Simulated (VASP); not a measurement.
Set up this calculation in VASP 6.6.1, as the native input.

* Task: single point
* Functional: PBE
* Potentials or basis: VASP PAW PBE potentials, release 64 (Hf_pv, N)
* Cutoff: 520 eV
* k mesh: 11 × 11 × 6
* Occupations: fermi-dirac, width 0.05 eV
* Spin: no spin polarisation
* Dipole correction: no
* Further INCAR settings: ALGO = Normal; EDIFF = 1e-06; NBANDS = 23

The structure of HfN (NiAs type) lies in POSCAR:

```
HfN
1.0
    2.5713657272      0.0000000000      0.0000000000
   -1.2856828636      2.2268680422      0.0000000000
    0.0000000000      0.0000000000      5.1321803980
Hf N
2 2
Direct
    0.0000000000      0.0000000000      0.0000000000
    0.0000000000      0.0000000000      0.5000000000
    0.3333333333      0.6666666667      0.2500000000
    0.6666666667      0.3333333333      0.7500000000
```

One way to write it, as run:

INCAR

```
SYSTEM = HfN
PREC = Accurate ; ENCUT = 520
EDIFF = 1E-6 ; ISMEAR = -1
SIGMA = 0.05 ; LREAL = .False.
LASPH = .True. ; NELM = 100
ALGO = Normal ; ISIF = 2
LWAVE = .False. ; LCHARG = .True.
GGA = PE ; LELF = .True.
LVHAR = .True. ; NBANDS = 23
```

KPOINTS

```
Automatic mesh
0
Gamma
  11 11 6
  0 0 0
```

Potentials or basis: VASP PAW PBE potentials, release 64 (Hf_pv, N).

Run with:

```console
$ cat potpaw_PBE.64/Hf_pv/POTCAR potpaw_PBE.64/N/POTCAR > POTCAR
$ mpirun -np 1 vasp_std > vasp.out
```

It gave:

| Item | Value |
| --- | --- |
| Pressure | 339.9 GPa |
| Band gap on the k mesh | zero (band 15 reaches 13.73 eV, above the bottom of band 16 at 10.85 eV) |

Caveat: spin-orbit coupling is left out, which moves the levels of the heavy elements.

Wall time 29 s on 1 thread of Intel Xeon 6975P-C, with other jobs on the host, peak memory 0.17 GiB.
